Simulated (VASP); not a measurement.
Set up this calculation in VASP 6.6.1, as the native input.

```yaml
Task: relaxation of cell and atoms
Functional: r2SCAN
Potentials_or_basis: VASP PAW PBE potentials, release 64 (Al, N)
Cutoff: 600 eV
k_mesh: 8 × 8 × 6
Occupations: gaussian, width 0.01 eV
Spin: no spin polarisation
Target_pressure: 4 GPa
Dipole_correction: no
Further_INCAR_settings: ALGO = Normal; EDIFF = 1e-07; IBRION = 2; EDIFFG = -0.002; NSW = 100; ISIF = 3
```

AlN:

```
CELL_PARAMETERS angstrom
3.10670 0.00000 0.00000
-1.55335 2.69048 0.00000
0.00000 0.00000 4.97852
ATOMIC_POSITIONS crystal
Al 0.33333 0.66667 0.99920
Al 0.66667 0.33333 0.49920
N 0.33333 0.66667 0.38080
N 0.66667 0.33333 0.88080
```

One way to write it, as run:

POSCAR

```
AlN
1.0
    3.1066951923      0.0000000000      0.0000000000
   -1.5533475961      2.6904769583      0.0000000000
    0.0000000000      0.0000000000      4.9785197784
Al N
2 2
Direct
    0.3333333333      0.6666666667     -0.0008019236
    0.6666666667      0.3333333333      0.4991980764
    0.3333333333      0.6666666667      0.3808019236
    0.6666666667      0.3333333333      0.8808019236
```

INCAR.step1

```
PREC = Accurate
ENCUT = 600
ISMEAR = 0
SIGMA = 0.01
LREAL = F
LASPH = T
NELM = 80
GGA = PE
ALGO = Normal
EDIFF = 1E-4
LWAVE = T
LCHARG = F
```

INCAR.step2

```
PREC = Accurate
ENCUT = 600
EDIFF = 1E-7
ISMEAR = 0
SIGMA = 0.01
LREAL = F
LASPH = T
NELM = 80
ALGO = Normal
ISIF = 3
LWAVE = F
LCHARG = F
METAGGA = R2SCAN
LMIXTAU = T
IBRION = 2
NSW = 100
EDIFFG = -0.002
PSTRESS = 40.0
ISTART = 1
```

KPOINTS

```
regular mesh
0
Gamma
  8 8 6
```

Potentials or basis: VASP PAW PBE potentials, release 64 (Al, N).

Launch:

```console
$ cat potpaw_PBE.64/Al/POTCAR potpaw_PBE.64/N/POTCAR > POTCAR
$ cp INCAR.step1 INCAR
$ mpirun -np 1 vasp_std > vasp.out
$ cp INCAR.step2 INCAR
$ mpirun -np 1 vasp_std > vasp.out
```

Results of the run:

```json
{
 "Relaxed volume": "10.20 Å³/atom",
 "Relaxed cell": "a = 3.088 Å, b = 3.088 Å, c = 4.941 Å, α = 90.00°, β = 90.00°, γ = 120.00°",
 "Space group after relaxing (to 0.05 Å)": "P6_3mc (No. 186)",
 "Energy change on relaxing (the enthalpy is what falls)": "+2.4 meV/atom",
 "Ionic steps": "8",
 "Pressure after relaxing": "4.0 GPa",
 "Band gap on the k mesh": "5.09 eV, direct"
}
```

Caveat: the cell is relaxed towards a set pressure, so the enthalpy falls and the energy may rise; the PAW data sets were made with another functional, which shifts forces and pressure a little.

It took 5.7 min on 1 thread of Intel(R) Xeon(R) 6975P-C (Granite Rapids) (shared host), peak memory 0.19 GiB.
